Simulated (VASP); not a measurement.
# B2P (C2/m) in VASP: single point with PBE

Aim: the single point of B2P with PBE.

All numbers are computed with VASP 6.6.1; they aren't measurements. Logs are shortened: lines on timing, memory, paths and dates and some standing lists are left out, and cuts for length are marked.

## (1) The cell of the first run

It takes space group C2/m (No. 12, monoclinic). The conventional cell has a = 5.407 Å, b = 3.078 Å, c = 7.642 Å, α = 90.00°, β = 90.13°, γ = 90.00°. Within 2.3 Å of B (site symmetry m) lie 1 B at 1.74 Å and 3 P at 1.93 Å. B (site symmetry m) has 3 B at 1.79 to 1.92 Å and 1 P at 1.95 Å within 2.4 Å. Within 2.6 Å of P (site symmetry m) lie 4 B at 1.93 to 1.95 Å.

## (2) Single point, PBE

INCAR reads:

```
ALGO     = Normal         # electronic algorithm
EDIFF    = 1E-6           # SCF threshold, eV
ENCUT    = 520            # plane-wave cutoff, eV
GGA      = PE             # functional
ISIF     = 2              # what is computed and relaxed
ISMEAR   = 0              # smearing method
LASPH    = True           # aspherical terms in the spheres
LCHARG   = True           # write CHGCAR
LELF     = True           # ELF
LREAL    = False          # projectors in reciprocal space
LVHAR    = True         
LWAVE    = False          # write WAVECAR
NBANDS   = 20             # bands
NELM     = 100            # most SCF steps
PREC     = Accurate       # precision mode
SIGMA    = 0.1            # smearing width, eV
```

KPOINTS reads:

```
k-points
0
Gamma
  6 6 4
```

POSCAR reads:

```
B2P
1.0
    2.6563239092     -1.5391244726      0.5041155106
    2.6563239092      1.5391244726      0.5041155106
   -1.4414182792      0.0000000000      7.5050915515
B P
4 2
Direct
    0.4985395242      0.4985395242      0.1136093532
    0.5014604758      0.5014604758      0.8863906468
    0.8429667730      0.8429667730      0.5364587439
    0.1570332270      0.1570332270      0.4635412561
    0.1684394443      0.1684394443      0.2090411667
    0.8315605557      0.8315605557      0.7909588333
```

Potentials or basis: VASP PAW PBE potentials, release 64 (B, P).

On the command line:

```
cat potpaw_PBE.64/B/POTCAR potpaw_PBE.64/P/POTCAR > POTCAR
mpirun -np 1 vasp_std > vasp.out
```

OUTCAR:

```text
EDIFF = 1E-6
   ENCUT = 520
   GGA = PE
   ISIF = 2
   ISMEAR = 0
   LASPH = True
   LREAL = False
   NELM = 100
   PREC = Accurate

 ion  position               nearest neighbor table
   1  0.499  0.499  0.114-   2 1.74   5 1.93   5 1.93   5 1.93
   2  0.501  0.501  0.886-   1 1.74   6 1.93   6 1.93   6 1.93
   3  0.843  0.843  0.536-   4 1.79   4 1.92   4 1.92   6 1.95
   4  0.157  0.157  0.464-   3 1.79   3 1.92   3 1.92   5 1.95
   5  0.168  0.168  0.209-   1 1.93   1 1.93   1 1.93   4 1.95
   6  0.832  0.832  0.791-   2 1.93   2 1.93   2 1.93   3 1.95

  LATTYP: Found a base centered monoclinic cell.
 ALAT       =     5.4074722962
 B/A-ratio  =     0.5692583848
 C/A-ratio  =     1.4132770684
 COS(beta)  =    -0.0021991753

  Lattice vectors:

 A1 = (   2.6563239092,  -1.5391244726,   0.5041155106)
 A2 = (   2.6563239092,   1.5391244726,   0.5041155106)
 A3 = (  -1.4414182792,   0.0000000000,   7.5050915515)

Analysis of symmetry for initial positions (statically):
=====================================================================
 Subroutine PRICEL returns:
 Original cell was already a primitive cell.

 Routine SETGRP: Setting up the symmetry group for a
 base centered monoclinic supercell.

 Subroutine GETGRP returns: Found  4 space group operations
 (whereof  4 operations were pure point group operations)
 out of a pool of  4 trial point group operations.

The static configuration has the point symmetry C_2h.

Analysis of symmetry for dynamics (positions and initial velocities):
=====================================================================
 Subroutine PRICEL returns:
 Original cell was already a primitive cell.

 Routine SETGRP: Setting up the symmetry group for a
 base centered monoclinic supercell.

 Subroutine GETGRP returns: Found  4 space group operations
 (whereof  4 operations were pure point group operations)
 out of a pool of  4 trial point group operations.

The dynamic configuration has the point symmetry C_2h.

 Subroutine INISYM returns: Found  4 space group operations
 (whereof  4 operations are pure point group operations),
 and found     1 'primitive' translations

----------------------------------------------------------------------------------------

                                     Primitive cell

  volume of cell :      63.6046

  direct lattice vectors                    reciprocal lattice vectors
     2.656323909 -1.539124473  0.504115511     0.181610572 -0.324860015  0.034879894
     2.656323909  1.539124473  0.504115511     0.181610572  0.324860015  0.034879894
    -1.441418279  0.000000000  7.505091551    -0.024397492  0.000000000  0.128557127

  length of vectors
     3.111124122  3.111124122  7.642256594     0.373808823  0.373808823  0.130851720

  position of ions in fractional coordinates (direct lattice)
     0.498539524  0.498539524  0.113609353
     0.501460476  0.501460476  0.886390647
     0.842966773  0.842966773  0.536458744
     0.157033227  0.157033227  0.463541256
     0.168439444  0.168439444  0.209041167
     0.831560556  0.831560556  0.790958833

  ion indices of the primitive-cell ions
   primitive index   ion index
                 1           1
                 2           2
                 3           3
                 4           4
                 5           5
                 6           6

----------------------------------------------------------------------------------------

 KPOINTS: k-points

Automatic generation of k-mesh.
 Grid dimensions read from file:
 generate k-points for:    6    6    4

 Generating k-lattice:

  Cartesian coordinates                     Fractional coordinates (reciprocal lattice)
     0.030268429 -0.054143336  0.005813316     0.166666667 -0.000000000  0.000000000
     0.030268429  0.054143336  0.005813316    -0.000000000  0.166666667  0.000000000
    -0.006099373  0.000000000  0.032139282     0.000000000  0.000000000  0.250000000

  Length of vectors
     0.062301471  0.062301471  0.032712930

  Shift w.r.t. Gamma in fractional coordinates (k-lattice)
     0.000000000  0.000000000  0.000000000

 Subroutine IBZKPT returns following result:
 ===========================================

 Found     47 irreducible k-points:

 Following reciprocal coordinates:
            Coordinates               Weight
  0.000000  0.000000  0.000000      1.000000
  0.166667  0.000000  0.000000      4.000000
  0.333333  0.000000  0.000000      4.000000
  0.500000  0.000000  0.000000      2.000000
  0.166667  0.166667  0.000000      2.000000
  0.333333  0.166667  0.000000      4.000000
[... 16 lines left out ...]
 -0.333333  0.166667  0.250000      4.000000
 -0.166667  0.166667  0.250000      4.000000
 [... further k-points ...]
   k-points           NKPTS =     47   k-points in BZ     NKDIM =     47   number of bands    NBANDS=     20
   number of dos      NEDOS =    301   number of ions     NIONS =      6
   total plane-waves  NPLWV =  34560
   dimension x,y,z NGX =    24 NGY =   24 NGZ =   60
   dimension x,y,z NGXF=    48 NGYF=   48 NGZF=  120
   ions per type =               4   2
   NGX,Y,Z   is equivalent  to a cutoff of  12.82, 12.82, 13.05 a.u.
   NGXF,Y,Z  is equivalent  to a cutoff of  25.65, 25.65, 26.10 a.u.
 SYSTEM =  unknown system
   PREC   = accura    normal or accurate (medium, high low for compatibility)
   ISTART =      0    job   : 0-new  1-cont  2-samecut
   ICHARG =      2    charge: 1-file 2-atom 10-const
   ISPIN  =      1    spin polarized calculation?
   LNONCOLLINEAR =      F non collinear calculations
   LSORBIT =      F    spin-orbit coupling
   LASPH  =      T    aspherical Exc in radial PAW
   ENCUT  =  520.0 eV  38.22 Ry    6.18 a.u.   5.78  5.78 14.21*2*pi/ulx,y,z
   NELM   =    100;   NELMIN=  2; NELMDL= -5     # of ELM steps
   EDIFF  = 0.1E-05   stopping-criterion for ELM
   LREAL  =      F    real-space projection
   EDIFFG = 0.1E-04   stopping-criterion for IOM
   NSW    =      0    number of steps for IOM
   IBRION =     -1    ionic relax: 0-MD 1-quasi-New 2-CG
   NFREE  =      0    steps in history (QN), initial steepest desc. (CG)
   ISIF   =      2    stress and relaxation
   ISYM   =      2    0-nonsym 1-usesym 2-fastsym
   POTIM  = 0.5000    time-step for ionic-motion
   TEBEG  =    0.0;   TEEND  =   0.0 temperature during run
   PSTRESS=    0.0 pullay stress
   NELECT =      22.0000    total number of electrons
   NUPDOWN=      -1.0000    fix difference up-down
   EMIN   =  10.00;   EMAX   =-10.00  energy-range for DOS
   EFERMI =   0.00;   METHOD = LEGACY
   ISMEAR =     0;   SIGMA  =   0.10  broadening in eV -4-tet -1-fermi 0-gaus
   EFERMI_NEDOS =   21; number of points for ismear=-14 and -15
   IALGO  =     38    algorithm
   IMIX   =      4    mixing-type and parameters
     AMIX     =   0.40;   BMIX     =  1.00
     AMIX_MAG =   1.60;   BMIX_MAG =  1.00
  volume/ion in A,a.u.               =      10.60        71.54
  Fermi-wavevector in a.u.,A,eV,Ry     =   1.149175  2.171626 17.967899  1.320603
  Thomas-Fermi vector in A             =   2.285846
   LORBIT       =      0    0 simple, 1 ext, 2 COOP (PROOUT), +10 PAW based schemes
   GGA     = PE    functional components
   LHFCALC =     F    Hartree Fock is set to
   AEXX    =    0.0000 exact exchange contribution
   IVDW    =     0    specifies the selected vdW correction
   LEPSILON=     F    determine dielectric tensor
   LRPA    =     F    only Hartree local field effects (RPA)
 non-spin polarized calculation
 Gauss-broadening in eV      SIGMA  =   0.10
  energy-cutoff  :      520.00
  volume of cell :       63.60
 maximum number of plane-waves:      1730
   NGX = 11   NGY = 11   NGZ = 29

 number of electron      21.9999999 magnetization

 Free energy of the ion-electron system (eV)
  ---------------------------------------------------
  ext. energy  EPLUGINS =         0.00000000
  ---------------------------------------------------
  free energy    TOTEN  =       -37.05908752 eV

  energy without entropy =      -37.05234935  energy(sigma->0) =      -37.05571843

 E-fermi :   5.7910     XC(G=0): -10.9931

 val. band max:        5.7097572238   @ k =   0.1667   0.0000   0.0000
 cond. band min:       5.7922667853   @ k =   0.5000   0.0000   0.2500
 fundamental gap:      0.0825095615
 Fermi energy:         5.7910431538

 k-point     1 :       0.0000    0.0000    0.0000
  band No.  band energies     occupation
      1      -8.7358      2.00000
      2      -7.4998      2.00000
      3      -4.6584      2.00000
      4       0.4709      2.00000
      5       0.6240      2.00000
      6       5.4252      2.00000
[... 12 lines left out ...]
     19      13.0231      0.00000
     20      13.2238      0.00000

 k-point     2 :       0.1667    0.0000    0.0000
  band No.  band energies     occupation
      1      -8.2553      2.00000
      2      -7.0305      2.00000
      3      -4.2108      2.00000
      4       0.7788      2.00000
      5       0.9654      2.00000
      6       3.1999      2.00000
[... 12 lines left out ...]
     19      14.1668      0.00000
     20      14.7790      0.00000

 k-point     3 :       0.3333    0.0000    0.0000
  band No.  band energies     occupation
      1      -6.8626      2.00000
      2      -5.7238      2.00000
      3      -2.9261      2.00000
      4      -0.5036      2.00000
      5       0.3444      2.00000
      6       1.6107      2.00000
[... 12 lines left out ...]
     19      14.4229      0.00000
     20      15.1033      0.00000

 k-point     4 :       0.5000    0.0000    0.0000
  band No.  band energies     occupation
      1      -5.1614      2.00000
      2      -4.8869      2.00000
      3      -2.4970      2.00000
      4      -1.7848      2.00000
      5      -1.0377      2.00000
      6      -0.1297      2.00000
[... 429 lines left out ...]
 k-point    23 :      -0.3333    0.1667    0.2500
  band No.  band energies     occupation
      1      -5.5064      2.00000
      2      -4.8471      2.00000
      3      -1.8683      2.00000
      4      -1.2996      2.00000
      5      -1.0866      2.00000
      6       1.1566      2.00000
[... 12 lines left out ...]
     19      14.6988      0.00000
     20      15.2010      0.00000

 k-point    24 :      -0.1667    0.1667    0.2500
  band No.  band energies     occupation
      1      -7.2307      2.00000
      2      -6.3026      2.00000
      3      -2.9267      2.00000
      4      -0.2504      2.00000
      5       1.3086      2.00000
      6       1.5726      2.00000
[... 12 lines left out ...]
     19      14.0951      0.00000
     20      14.8760      0.00000

 [... further k-points ...]
[... 5 lines left out ...]
  --------------------------------------------------------------------------------------
  -------------------------------------------------------------------------------------
  Total       -0.1631859     -0.0703208      0.0217547      0.0000000      0.0000000      0.0643557
  in kB       -4.1105947     -1.7713546      0.5479930      0.0000000      0.0000000      1.6210966
  external PRESSURE =      -1.7779854 kB  Pullay stress =       0.0000000 kB

 VOLUME and BASIS-vectors are now :
 -----------------------------------------------------------------------------
  energy-cutoff  :      520.00
  volume of cell :       63.60
      direct lattice vectors                 reciprocal lattice vectors
     2.656323909 -1.539124473  0.504115511     0.181610572 -0.324860015  0.034879894
     2.656323909  1.539124473  0.504115511     0.181610572  0.324860015  0.034879894
    -1.441418279  0.000000000  7.505091551    -0.024397492  0.000000000  0.128557127

 POSITION                                       TOTAL-FORCE (eV/Angst)
 -----------------------------------------------------------------------------------
      2.48481      0.00000      1.35529         0.007061      0.000000      0.020592
      1.38642      0.00000      7.15803        -0.007061      0.000000     -0.020592
      3.70512      0.00000      4.87608        -0.002342      0.000000      0.012755
      0.16611      0.00000      3.63725         0.002342      0.000000     -0.012755
      0.59354      0.00000      1.73870        -0.016992      0.000000     -0.006232
      3.27769      0.00000      6.77462         0.016992      0.000000      0.006232
 -----------------------------------------------------------------------------------
    total drift:                               -0.000000     -0.000000     -0.000000

  FREE ENERGIE OF THE ION-ELECTRON SYSTEM (eV)
  ---------------------------------------------------
  free  energy   TOTEN  =       -37.0590875207 eV

  energy  without entropy=      -37.0523493459  energy(sigma->0) =      -37.05571843
```

It took 47 s on 1 thread of Intel Xeon Platinum 8488C (Sapphire Rapids), shared host; peak memory 0.19 GiB.

Results:

- Free energy: -37.0591 eV
- Pressure: -0.2 GPa
- Largest force: 0.022 eV/Å
- Band gap on the k mesh: zero (band 11 reaches 7.68 eV, above the bottom of band 12 at 3.41 eV)

Forces on the atoms (eV/Å):
```
B    0.007  0.000  0.021
B   -0.007  0.000 -0.021
B   -0.002  0.000  0.013
B    0.002  0.000 -0.013
P   -0.017  0.000 -0.006
P    0.017  0.000  0.006
```

Caveat: the k points lie up to 0.39 Å⁻¹ apart.
